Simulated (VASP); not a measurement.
Here is a VASP 6.6.1 calculation.

The input INCAR:

```
SYSTEM = Yb
ALGO = Normal
EDIFF = 1E-6
ENCUT = 520
GGA = PE
ISIF = 2
ISMEAR = -1
LASPH = .True.
LCHARG = .False.
LREAL = .False.
LWAVE = .False.
NBANDS = 31
NELM = 100
PREC = Accurate
SIGMA = 0.08
```

The input KPOINTS:

```
k-points
0
Gamma
  15 15 8
  0 0 0
```

File POSCAR:

```
Yb
1.0
    2.9434285464      0.0000000000      0.0000000000
   -1.4717142732      2.5490838954      0.0000000000
    0.0000000000      0.0000000000      4.6955033567
Yb
2
Direct
    0.3333333333      0.6666666667      0.2500000000
    0.6666666667      0.3333333333      0.7500000000
```

Potentials or basis: VASP PAW PBE potentials, release 64 (Yb).

Launch:

```sh
$ cat potpaw_PBE.64/Yb/POTCAR > POTCAR
$ mpirun -np 1 vasp_std > vasp.out
```

Q: What does it give for the pressure?

A: 47.4 GPa.

Q: Predict the band gap on the k mesh.

A: Zero (bands 24 and 25 overlap by 0.92 eV).

Stress tensor (GPa, compression positive):
```
47.34  0.00  0.00
 0.00 47.34  0.00
 0.00  0.00 47.43
```

Caveat: the cell stands under pressure; spin-orbit coupling is left out, which moves the levels of the heavy elements. Spin polarisation is off, so any magnetic state and its effect on volume and gap are missing.
